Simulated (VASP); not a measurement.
# In (Pm-3m) in VASP: notebook, part 2 of 2

VASP 6.6.1.

### 3 Single point, PBE

INCAR

```
SYSTEM = In
PREC = Accurate
ENCUT = 520
EDIFF = 1E-6
ISMEAR = -1
SIGMA = 0.08
LREAL = .False.
LASPH = .True.
NELM = 60
ALGO = Normal
ISIF = 2
LWAVE = .False.
LCHARG = .False.
GGA = PE
NBANDS = 12
```

KPOINTS

```
regular mesh
0
Gamma
  15 15 15
  0 0 0
```

POSCAR

```
In
1.0
    2.4405652086      0.0000000000      0.0000000000
    0.0000000000      2.4405652086      0.0000000000
    0.0000000000      0.0000000000      2.4405652086
In
1
Direct
    0.0000000000      0.0000000000      0.0000000000
```

Potentials or basis: VASP PAW PBE potentials, release 64 (In_d).

On the command line:

```
> cat potpaw_PBE.64/In_d/POTCAR > POTCAR
> mpirun -np 1 vasp_std > vasp.out
```

OUTCAR:

```text
SYSTEM = In
   PREC = Accurate
   ENCUT = 520
   EDIFF = 1E-6
   ISMEAR = -1
   LREAL = .False.
   LASPH = .True.
   NELM = 60
   ISIF = 2
   GGA = PE

 ion  position               nearest neighbor table
   1  0.000  0.000  0.000-

  LATTYP: Found a simple cubic cell.
 ALAT       =     2.4405652086

  Lattice vectors:

 A1 = (   2.4405652086,   0.0000000000,   0.0000000000)
 A2 = (   0.0000000000,   2.4405652086,   0.0000000000)
 A3 = (   0.0000000000,   0.0000000000,   2.4405652086)

Analysis of symmetry for initial positions (statically):
=====================================================================
 Subroutine PRICEL returns:
 Original cell was already a primitive cell.

 Routine SETGRP: Setting up the symmetry group for a
 simple cubic supercell.

 Subroutine GETGRP returns: Found 48 space group operations
 (whereof 48 operations were pure point group operations)
 out of a pool of 48 trial point group operations.

The static configuration has the point symmetry O_h .

Analysis of symmetry for dynamics (positions and initial velocities):
=====================================================================
 Subroutine PRICEL returns:
 Original cell was already a primitive cell.

 Routine SETGRP: Setting up the symmetry group for a
 simple cubic supercell.

 Subroutine GETGRP returns: Found 48 space group operations
 (whereof 48 operations were pure point group operations)
 out of a pool of 48 trial point group operations.

The dynamic configuration has the point symmetry O_h .

 Subroutine INISYM returns: Found 48 space group operations
 (whereof 48 operations are pure point group operations),
 and found     1 'primitive' translations

----------------------------------------------------------------------------------------

                                     Primitive cell

  volume of cell :      14.5369

  direct lattice vectors                    reciprocal lattice vectors
     2.440565209  0.000000000  0.000000000     0.409741152  0.000000000  0.000000000
     0.000000000  2.440565209  0.000000000     0.000000000  0.409741152  0.000000000
     0.000000000  0.000000000  2.440565209     0.000000000  0.000000000  0.409741152

  length of vectors
     2.440565209  2.440565209  2.440565209     0.409741152  0.409741152  0.409741152

  position of ions in fractional coordinates (direct lattice)
     0.000000000  0.000000000  0.000000000

  ion indices of the primitive-cell ions
   primitive index   ion index
                 1           1

----------------------------------------------------------------------------------------

 KPOINTS: regular mesh

Automatic generation of k-mesh.
 Grid dimensions read from file:
 generate k-points for:   15   15   15

 Generating k-lattice:

  Cartesian coordinates                     Fractional coordinates (reciprocal lattice)
     0.027316077  0.000000000  0.000000000     0.066666667  0.000000000  0.000000000
     0.000000000  0.027316077  0.000000000     0.000000000  0.066666667  0.000000000
     0.000000000  0.000000000  0.027316077     0.000000000  0.000000000  0.066666667

  Length of vectors
     0.027316077  0.027316077  0.027316077

  Shift w.r.t. Gamma in fractional coordinates (k-lattice)
     0.000000000  0.000000000  0.000000000

 Subroutine IBZKPT returns following result:
 ===========================================

 Found    120 irreducible k-points:

 Following reciprocal coordinates:
            Coordinates               Weight
  0.000000  0.000000  0.000000      1.000000
  0.066667  0.000000  0.000000      6.000000
  0.133333  0.000000  0.000000      6.000000
  0.200000  0.000000  0.000000      6.000000
  0.266667  0.000000  0.000000      6.000000
  0.333333  0.000000  0.000000      6.000000
[... 16 lines left out ...]
  0.266667  0.200000  0.000000     24.000000
  0.333333  0.200000  0.000000     24.000000
 [... further k-points ...]
   k-points           NKPTS =    120   k-points in BZ     NKDIM =    120   number of bands    NBANDS=     12
   number of dos      NEDOS =    301   number of ions     NIONS =      1
   total plane-waves  NPLWV =   5832
   dimension x,y,z NGX =    18 NGY =   18 NGZ =   18
   dimension x,y,z NGXF=    36 NGYF=   36 NGZF=   36
   ions per type =               1
   NGX,Y,Z   is equivalent  to a cutoff of  12.26, 12.26, 12.26 a.u.
   NGXF,Y,Z  is equivalent  to a cutoff of  24.52, 24.52, 24.52 a.u.
 SYSTEM =  In
   PREC   = accura    normal or accurate (medium, high low for compatibility)
   ISTART =      0    job   : 0-new  1-cont  2-samecut
   ICHARG =      2    charge: 1-file 2-atom 10-const
   ISPIN  =      1    spin polarized calculation?
   LNONCOLLINEAR =      F non collinear calculations
   LSORBIT =      F    spin-orbit coupling
   LASPH  =      T    aspherical Exc in radial PAW
   ENCUT  =  520.0 eV  38.22 Ry    6.18 a.u.   4.54  4.54  4.54*2*pi/ulx,y,z
   NELM   =     60;   NELMIN=  2; NELMDL= -5     # of ELM steps
   EDIFF  = 0.1E-05   stopping-criterion for ELM
   LREAL  =      F    real-space projection
   EDIFFG = 0.1E-04   stopping-criterion for IOM
   NSW    =      0    number of steps for IOM
   IBRION =     -1    ionic relax: 0-MD 1-quasi-New 2-CG
   NFREE  =      0    steps in history (QN), initial steepest desc. (CG)
   ISIF   =      2    stress and relaxation
   ISYM   =      2    0-nonsym 1-usesym 2-fastsym
   POTIM  = 0.5000    time-step for ionic-motion
   TEBEG  =    0.0;   TEEND  =   0.0 temperature during run
   PSTRESS=    0.0 pullay stress
   NELECT =      13.0000    total number of electrons
   NUPDOWN=      -1.0000    fix difference up-down
   EMIN   =  10.00;   EMAX   =-10.00  energy-range for DOS
   EFERMI =   0.00;   METHOD = LEGACY
   ISMEAR =    -1;   SIGMA  =   0.08  broadening in eV -4-tet -1-fermi 0-gaus
   EFERMI_NEDOS =   21; number of points for ismear=-14 and -15
   IALGO  =     38    algorithm
   IMIX   =      4    mixing-type and parameters
     AMIX     =   0.40;   BMIX     =  1.00
     AMIX_MAG =   1.60;   BMIX_MAG =  1.00
  volume/ion in A,a.u.               =      14.54        98.10
  Fermi-wavevector in a.u.,A,eV,Ry     =   1.577244  2.980559 33.847192  2.487698
  Thomas-Fermi vector in A             =   2.677955
   LORBIT       =      0    0 simple, 1 ext, 2 COOP (PROOUT), +10 PAW based schemes
   GGA     = PE    functional components
   LHFCALC =     F    Hartree Fock is set to
   AEXX    =    0.0000 exact exchange contribution
   IVDW    =     0    specifies the selected vdW correction
   LEPSILON=     F    determine dielectric tensor
   LRPA    =     F    only Hartree local field effects (RPA)
 non-spin polarized calculation
  energy-cutoff  :      520.00
  volume of cell :       14.54
 maximum number of plane-waves:       405
   NGX =  9   NGY =  9   NGZ =  9

 number of electron      12.9999990 magnetization

 Free energy of the ion-electron system (eV)
  ---------------------------------------------------
  ext. energy  EPLUGINS =         0.00000000
  ---------------------------------------------------
  free energy    TOTEN  =         0.73543814 eV

  energy without entropy =        0.74044711  energy(sigma->0) =        0.73794263

 E-fermi :  16.6678     XC(G=0): -13.3215

 val. band max:       16.6514310250   @ k =   0.3333   0.1333   0.1333
 cond. band min:      16.6826278666   @ k =   0.3333   0.2000   0.0000
 fundamental gap:      0.0311968416
 Fermi energy:        16.6678015241

 k-point     1 :       0.0000    0.0000    0.0000
  band No.  band energies     occupation
      1      -1.6369      2.00000
      2      -1.6369      2.00000
      3       1.6204      2.00000
      4       1.6204      2.00000
      5       1.6204      2.00000
      6       1.7043      2.00000
      7      27.1568      0.00000
      8      27.1568      0.00000
      9      27.1568      0.00000
     10      32.6266      0.00000
     11      32.6266      0.00000
     12      35.1033      0.00000

 k-point     2 :       0.0667    0.0000    0.0000
  band No.  band energies     occupation
      1      -1.6252      2.00000
      2      -1.5572      2.00000
      3       1.5743      2.00000
      4       1.5743      2.00000
      5       1.6242      2.00000
      6       1.8341      2.00000
      7      25.8719      0.00000
      8      27.3381      0.00000
      9      27.3381      0.00000
     10      32.5263      0.00000
     11      33.2855      0.00000
     12      35.8601      0.00000
[... 316 lines left out ...]
 k-point    24 :       0.3333    0.2000    0.0000
  band No.  band energies     occupation
      1      -1.0610      2.00000
      2       0.1455      2.00000
      3       0.2045      2.00000
      4       0.9115      2.00000
      5       1.3491      2.00000
      6       6.4969      2.00000
      7      16.6826      0.90760
      8      24.0362      0.00000
      9      31.2245      0.00000
     10      32.6747      0.00000
     11      33.3414      0.00000
     12      39.0743      0.00000

 [... further k-points ...]
[... 5 lines left out ...]
  --------------------------------------------------------------------------------------
  -------------------------------------------------------------------------------------
  Total       12.7169450     12.7169450     12.7169450      0.0000000      0.0000000      0.0000000
  in kB     1401.5936720   1401.5936720   1401.5936720      0.0000000      0.0000000      0.0000000
  external PRESSURE =    1401.5936720 kB  Pullay stress =       0.0000000 kB

 VOLUME and BASIS-vectors are now :
 -----------------------------------------------------------------------------
  energy-cutoff  :      520.00
  volume of cell :       14.54
      direct lattice vectors                 reciprocal lattice vectors
     2.440565209  0.000000000  0.000000000     0.409741152  0.000000000  0.000000000
     0.000000000  2.440565209  0.000000000     0.000000000  0.409741152  0.000000000
     0.000000000  0.000000000  2.440565209     0.000000000  0.000000000  0.409741152

 POSITION                                       TOTAL-FORCE (eV/Angst)
 -----------------------------------------------------------------------------------
      0.00000      0.00000      0.00000         0.000000      0.000000      0.000000
 -----------------------------------------------------------------------------------
    total drift:                               -0.000000      0.000000      0.000000

  FREE ENERGIE OF THE ION-ELECTRON SYSTEM (eV)
  ---------------------------------------------------
  free  energy   TOTEN  =         0.7354381393 eV

  energy  without entropy=        0.7404471114  energy(sigma->0) =        0.73794263
```

OSZICAR:

```text
N       E                     dE             d eps       ncg     rms          rms(c)
DAV:   1     0.786253642738E+02    0.78625E+02   -0.63244E+03  3032   0.167E+03
DAV:   2     0.362537875244E+01   -0.75000E+02   -0.72198E+02  3028   0.307E+02
DAV:   3     0.575390991249E+00   -0.30500E+01   -0.30401E+01  3412   0.627E+01
DAV:   4     0.518250255073E+00   -0.57141E-01   -0.57121E-01  3460   0.784E+00
DAV:   5     0.516167822606E+00   -0.20824E-02   -0.20824E-02  3916   0.136E+00    0.899E+00
DAV:   6     0.670604420045E+00    0.15444E+00   -0.11292E-01  4112   0.911E+00    0.421E+00
DAV:   7     0.730209068965E+00    0.59605E-01   -0.40577E-02  4640   0.513E+00    0.642E-01
DAV:   8     0.735379658075E+00    0.51706E-02   -0.30239E-03  3472   0.922E-01    0.124E-01
DAV:   9     0.735407734176E+00    0.28076E-04   -0.47202E-05  3996   0.121E-01    0.566E-02
DAV:  10     0.735438357913E+00    0.30624E-04   -0.76185E-06  3616   0.651E-02    0.542E-03
DAV:  11     0.735438139335E+00   -0.21858E-06   -0.28035E-07  2152   0.580E-03
   1 F= 0.73543814E+00 E0= 0.73794263E+00  d E =-.500897E-02
```

Run time: 10 s. Hardware: 1 thread of Intel Xeon 6975P-C, shared host; peak memory 0.13 GiB.

What came out:

```yaml
Free_energy: 0.7354 eV
Pressure: 140.2 GPa
```

Levels at points of the mesh, in eV from the Fermi level:
```
           k point  band 4  band 5  band 6  band 7  band 8  band 9
(0.00, 0.00, 0.00)  -15.05  -15.05  -14.96   10.49   10.49   10.49
```

Caveat: spin-orbit coupling is left out, which moves the levels of the heavy elements.
